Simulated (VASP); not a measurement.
# ZnCdO (P-6m2) in VASP: relaxation of cell and atoms with PBE

Aim: the relaxation of cell and atoms of ZnCdO with PBE.

Program: VASP 6.6.1. These are calculated values, not measurements. Logs are shortened: lines on timing, memory, paths and dates and some standing lists are left out, and cuts for length are marked.

### Step 1. The cell of the first run

The structure is hexagonal, space group P-6m2 (No. 187). Conventional cell: a = 4.286 Å, b = 4.286 Å, c = 3.154 Å, α = 90.00°, β = 90.00°, γ = 120.00°. Within 3.3 Å of Zn (site symmetry -6m2) lie 3 Cd at 2.47 Å and 6 O at 2.93 Å and 2 Zn at 3.15 Å. Within 3.3 Å of Cd (site symmetry -6m2) lie 3 Zn at 2.47 Å and 6 O at 2.93 Å and 2 Cd at 3.15 Å. Within 3.9 Å of O (site symmetry -6m2) lie 6 Cd at 2.93 Å and 6 Zn at 2.93 Å and 2 O at 3.15 Å.

### Step 2. Relaxation of cell and atoms, PBE

The input, INCAR:

```
PREC = Accurate ; ENCUT = 600
EDIFF = 1E-7 ; ISMEAR = 0
SIGMA = 0.1 ; LREAL = False
LASPH = True ; NELM = 120
ALGO = Normal ; ISIF = 3
LWAVE = False ; LCHARG = False
GGA = PE ; IBRION = 2
NSW = 100 ; EDIFFG = -0.01
GGA_COMPAT = False ; NELMIN = 4
```

The input, KPOINTS:

```
regular mesh
0
Gamma
  12 12 14
```

The input, POSCAR:

```
ZnCdO
1.0
    4.2860767002      0.0000000000      0.0000000000
   -2.1430383501      3.7118513050      0.0000000000
    0.0000000000      0.0000000000      3.1541173614
Zn Cd O
1 1 1
Direct
    0.0000000000      0.0000000000      0.5000000000
    0.3333333333      0.6666666667      0.5000000000
    0.6666666667      0.3333333333      0.0000000000
```

Potentials or basis: VASP PAW PBE potentials, release 64 (Zn, Cd, O).

On the command line:

```bash
> cat potpaw_PBE.64/Zn/POTCAR potpaw_PBE.64/Cd/POTCAR potpaw_PBE.64/O/POTCAR > POTCAR
> mpirun -np 1 vasp_std > vasp.out
```

OUTCAR:

```text
PREC = Accurate
   ENCUT = 600
   EDIFF = 1E-7
   ISMEAR = 0
   LREAL = False
   LASPH = True
   NELM = 120
   ISIF = 3
   GGA = PE
   IBRION = 2
   NSW = 100
   EDIFFG = -0.01
   NELMIN = 4

 ion  position               nearest neighbor table
   1  0.000  0.000  0.500-   2 2.47   2 2.47   2 2.47
   2  0.333  0.667  0.500-   1 2.47   1 2.47   1 2.47
   3  0.667  0.333  0.000-

  LATTYP: Found a hexagonal cell.
 ALAT       =     4.2860767002
 C/A-ratio  =     0.7358984876

  Lattice vectors:

 A1 = (   4.2860767002,   0.0000000000,   0.0000000000)
 A2 = (  -2.1430383501,   3.7118513050,   0.0000000000)
 A3 = (   0.0000000000,   0.0000000000,   3.1541173614)

Analysis of symmetry for initial positions (statically):
=====================================================================
 Subroutine PRICEL returns:
 Original cell was already a primitive cell.

 Routine SETGRP: Setting up the symmetry group for a
 hexagonal supercell.

 Subroutine GETGRP returns: Found 12 space group operations
 (whereof 12 operations were pure point group operations)
 out of a pool of 24 trial point group operations.

The static configuration has the point symmetry D_3h.

Analysis of symmetry for dynamics (positions and initial velocities):
=====================================================================
 Subroutine PRICEL returns:
 Original cell was already a primitive cell.

 Routine SETGRP: Setting up the symmetry group for a
 hexagonal supercell.

 Subroutine GETGRP returns: Found 12 space group operations
 (whereof 12 operations were pure point group operations)
 out of a pool of 24 trial point group operations.

The dynamic configuration has the point symmetry D_3h.

 Subroutine INISYM returns: Found 12 space group operations
 (whereof 12 operations are pure point group operations),
 and found     1 'primitive' translations

----------------------------------------------------------------------------------------

                                     Primitive cell

  volume of cell :      50.1797

  direct lattice vectors                    reciprocal lattice vectors
     4.286076700  0.000000000  0.000000000     0.233313604  0.134703672  0.000000000
    -2.143038350  3.711851305  0.000000000     0.000000000  0.269407344  0.000000000
     0.000000000  0.000000000  3.154117361     0.000000000  0.000000000  0.317045907

  length of vectors
     4.286076700  4.286076700  3.154117361     0.269407344  0.269407344  0.317045907

  position of ions in fractional coordinates (direct lattice)
     0.000000000  0.000000000  0.500000000
     0.333333333  0.666666667  0.500000000
     0.666666667  0.333333333  0.000000000

  ion indices of the primitive-cell ions
   primitive index   ion index
                 1           1
                 2           2
                 3           3

----------------------------------------------------------------------------------------

 KPOINTS: regular mesh

Automatic generation of k-mesh.
 Grid dimensions read from file:
 generate k-points for:   12   12   14

 Generating k-lattice:

  Cartesian coordinates                     Fractional coordinates (reciprocal lattice)
     0.019442800  0.011225306  0.000000000     0.083333333  0.000000000  0.000000000
     0.000000000  0.022450612  0.000000000     0.000000000  0.083333333  0.000000000
     0.000000000  0.000000000  0.022646136     0.000000000  0.000000000  0.071428571

  Length of vectors
     0.022450612  0.022450612  0.022646136

  Shift w.r.t. Gamma in fractional coordinates (k-lattice)
     0.000000000  0.000000000  0.000000000

 Subroutine IBZKPT returns following result:
 ===========================================

 Found    152 irreducible k-points:

 Following reciprocal coordinates:
            Coordinates               Weight
  0.000000  0.000000  0.000000      1.000000
  0.083333 -0.000000  0.000000      6.000000
  0.166667  0.000000  0.000000      6.000000
  0.250000  0.000000  0.000000      6.000000
  0.333333  0.000000  0.000000      6.000000
  0.416667  0.000000  0.000000      6.000000
[... 16 lines left out ...]
  0.250000  0.000000  0.071429     12.000000
  0.333333  0.000000  0.071429     12.000000
 [... further k-points ...]
   k-points           NKPTS =    152   k-points in BZ     NKDIM =    152   number of bands    NBANDS=     19
   number of dos      NEDOS =    301   number of ions     NIONS =      3
   total plane-waves  NPLWV =  36288
   dimension x,y,z NGX =    36 NGY =   36 NGZ =   28
   dimension x,y,z NGXF=    72 NGYF=   72 NGZF=   56
   ions per type =               1   1   1
   NGX,Y,Z   is equivalent  to a cutoff of  13.96, 13.96, 14.76 a.u.
   NGXF,Y,Z  is equivalent  to a cutoff of  27.93, 27.93, 29.52 a.u.
 SYSTEM =  unknown system
   PREC   = accura    normal or accurate (medium, high low for compatibility)
   ISTART =      0    job   : 0-new  1-cont  2-samecut
   ICHARG =      2    charge: 1-file 2-atom 10-const
   ISPIN  =      1    spin polarized calculation?
   LNONCOLLINEAR =      F non collinear calculations
   LSORBIT =      F    spin-orbit coupling
   LASPH  =      T    aspherical Exc in radial PAW
   ENCUT  =  600.0 eV  44.10 Ry    6.64 a.u.   8.56  8.56  6.30*2*pi/ulx,y,z
   NELM   =    120;   NELMIN=  4; NELMDL= -5     # of ELM steps
   EDIFF  = 0.1E-06   stopping-criterion for ELM
   LREAL  =      F    real-space projection
   EDIFFG = -.1E-01   stopping-criterion for IOM
   NSW    =    100    number of steps for IOM
   IBRION =      2    ionic relax: 0-MD 1-quasi-New 2-CG
   NFREE  =      1    steps in history (QN), initial steepest desc. (CG)
   ISIF   =      3    stress and relaxation
   ISYM   =      2    0-nonsym 1-usesym 2-fastsym
   POTIM  = 0.5000    time-step for ionic-motion
   TEBEG  =    0.0;   TEEND  =   0.0 temperature during run
   PSTRESS=    0.0 pullay stress
   NELECT =      30.0000    total number of electrons
   NUPDOWN=      -1.0000    fix difference up-down
   EMIN   =  10.00;   EMAX   =-10.00  energy-range for DOS
   EFERMI =   0.00;   METHOD = LEGACY
   ISMEAR =     0;   SIGMA  =   0.10  broadening in eV -4-tet -1-fermi 0-gaus
   EFERMI_NEDOS =   21; number of points for ismear=-14 and -15
   IALGO  =     38    algorithm
   IMIX   =      4    mixing-type and parameters
     AMIX     =   0.40;   BMIX     =  1.00
     AMIX_MAG =   1.60;   BMIX_MAG =  1.00
  volume/ion in A,a.u.               =      16.73       112.88
  Fermi-wavevector in a.u.,A,eV,Ry     =   1.379132  2.606181 25.878345  1.902005
  Thomas-Fermi vector in A             =   2.504130
   LORBIT       =      0    0 simple, 1 ext, 2 COOP (PROOUT), +10 PAW based schemes
   GGA     = PE    functional components
   LHFCALC =     F    Hartree Fock is set to
   AEXX    =    0.0000 exact exchange contribution
   IVDW    =     0    specifies the selected vdW correction
   LEPSILON=     F    determine dielectric tensor
   LRPA    =     F    only Hartree local field effects (RPA)
 conjugate gradient relaxation of ions
 non-spin polarized calculation
 Gauss-broadening in eV      SIGMA  =   0.10
  energy-cutoff  :      600.00
  volume of cell :       50.18
 maximum number of plane-waves:      1717
 NGX is ok and might be reduce to    36
   NGX = 17   NGY = 17   NGZ = 13

--------------------------------------- Ionic step        1  -------------------------------------------

 number of electron      29.9999996 magnetization

 Free energy of the ion-electron system (eV)
  ---------------------------------------------------
  ext. energy  EPLUGINS =         0.00000000
  ---------------------------------------------------
  free energy    TOTEN  =        -5.63316744 eV

  energy without entropy =       -5.62949329  energy(sigma->0) =       -5.63133036

------------------------ aborting loop because EDIFF is reached ----------------------------------------

  FORCE on cell =-STRESS in cart. coord.  units (eV):
  Direction    XX          YY          ZZ          XY          YZ          ZX
  --------------------------------------------------------------------------------------
  -------------------------------------------------------------------------------------
  Total        0.1679883      0.1679883     -0.2560304      0.0000000     -0.0000000     -0.0000000
  in kB        5.3636599      5.3636599     -8.1747362      0.0000000     -0.0000000     -0.0000000
  external PRESSURE =       0.8508612 kB  Pullay stress =       0.0000000 kB
[... 96 lines left out ...]
  energy  without entropy=       -5.6306320673  energy(sigma->0) =       -5.63262744

--------------------------------------- Ionic step        4  -------------------------------------------

 number of electron      30.0000007 magnetization

 Free energy of the ion-electron system (eV)
  ---------------------------------------------------
  ext. energy  EPLUGINS =         0.00000000
  ---------------------------------------------------
  free energy    TOTEN  =        -5.63499132 eV

  energy without entropy =       -5.63093277  energy(sigma->0) =       -5.63296205

 E-fermi :   1.5522     XC(G=0): -10.6491

 val. band max:        1.5436180061   @ k =   0.3333   0.2500   0.1429
 cond. band min:       1.5595065496   @ k =   0.0833   0.0833   0.5000
 fundamental gap:      0.0158885434
 Fermi energy:         1.5522029623

 k-point     1 :       0.0000    0.0000    0.0000
  band No.  band energies     occupation
      1     -14.9080      2.00000
      2      -7.7860      2.00000
      3      -7.4856      2.00000
      4      -7.4856      2.00000
      5      -6.9986      2.00000
      6      -6.9986      2.00000
[... 11 lines left out ...]
     18       5.9733      0.00000
     19      10.3768      0.00000
[... 489 lines left out ...]
      3      -7.6219      2.00000
      4      -7.5136      2.00000
      5      -7.0456      2.00000
      6      -7.0231      2.00000
[... 11 lines left out ...]
     18       8.1853      0.00000
     19      10.0656      0.00000

 [... further k-points ...]

------------------------ aborting loop because EDIFF is reached ----------------------------------------

  FORCE on cell =-STRESS in cart. coord.  units (eV):
  Direction    XX          YY          ZZ          XY          YZ          ZX
  --------------------------------------------------------------------------------------
  -------------------------------------------------------------------------------------
  Total       -0.0217791     -0.0217791     -0.0240267      0.0000000     -0.0000000      0.0000000
  in kB       -0.6976418     -0.6976418     -0.7696373      0.0000000     -0.0000000      0.0000000
  external PRESSURE =      -0.7216403 kB  Pullay stress =       0.0000000 kB
[... 18 lines left out ...]
  FREE ENERGIE OF THE ION-ELECTRON SYSTEM (eV)
  ---------------------------------------------------
  free  energy   TOTEN  =        -5.6349913199 eV

  energy  without entropy=       -5.6309327704  energy(sigma->0) =       -5.63296205

 reached required accuracy - stopping structural energy minimisation
```

It took 7.1 min on 1 thread of Oxide Virtual Turin-like, shared host; peak memory 0.32 GiB.

Results:

```yaml
Free_energy: -5.6350 eV
Relaxed_volume: 16.67 Å³/atom
Relaxed_cell: a = 4.300 Å, b = 4.300 Å, c = 3.124 Å, α = 90.00°, β = 90.00°, γ = 120.00°
Space_group_after_relaxing_to_0.1_Å: P-6m2 (No. 187)
Energy_gained_by_relaxing: 0.6 meV/atom
Ionic_steps: 4
Pressure_after_relaxing: -0.1 GPa
Band_gap_on_the_k_mesh: zero (bands 15 and 16 overlap by 0.77 eV)
```

Step by step:
```tsv
step	energy change (eV)	largest force (eV/Å)	pressure (GPa)	volume (Å³)
1	0.0000	0.0000	0.09	50.18
2	-0.0013	0.0000	-0.20	50.24
3	-0.0015	0.0000	-0.33	50.28
4	-0.0018	0.0000	-0.07	50.02
```

Final structure:
```
Zn Cd O
1.0
     4.29994    0.00000    0.00000
    -2.14997    3.72386    0.00000
     0.00000    0.00000    3.12365
Zn Cd O
1 1 1
Cartesian
  2.1500 3.7239 1.5618
  0.0000 2.4826 1.5618
  2.1500 1.2413 0.0000
```

Caveat: semilocal functionals underestimate gaps, and a narrow one can read as zero.
